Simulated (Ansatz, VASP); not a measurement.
**SnO2: VASP beside Ansatz**

```
Sn O
1.0
     4.97201    0.00000    0.00000
     0.00000    4.97201    0.00000
     0.00000    0.00000    3.18029
Sn O
2 4
Direct
  0.50000 0.50000 0.50000
  0.00000 0.00000 0.00000
  0.19228 0.80772 0.50000
  0.80772 0.19228 0.50000
  0.30772 0.30772 0.00000
  0.69228 0.69228 0.00000
```

Alike in both runs: task single point; functional PBE; k mesh 6 × 6 × 8; occupations gaussian, width 0.02 eV; no spin polarisation.

```csv
,VASP,Ansatz
version,VASP 6.6.1,Ansatz 0.2.0
potentials or method,"VASP PAW PBE potentials, release 64 (Sn_d, O), cutoff 520 eV","scalar-relativistic, plane waves, PAW"
valence electrons in the cell,52,52
```

Ansatz gave:

```
gap on the k mesh at the Fermi level (eV)                     : 0.50
least direct gap on the mesh (eV)                             : 0.50
pressure (GPa)                                                : -4.5
traceless stress, the component that is largest in VASP (GPa) : 4.53
rms of the force components (eV/Å)                            : 0.000
```

Question: Which values does VASP return?

Answer: gap on the k mesh at the Fermi level (eV): 0.49; least direct gap on the mesh (eV): 0.49; pressure (GPa): -4.0; traceless stress, the component that is largest in VASP (GPa): 4.79; rms of the force components (eV/Å): 0.015.

Atom by atom the forces differ by 0.015 eV/Å (rms over components).
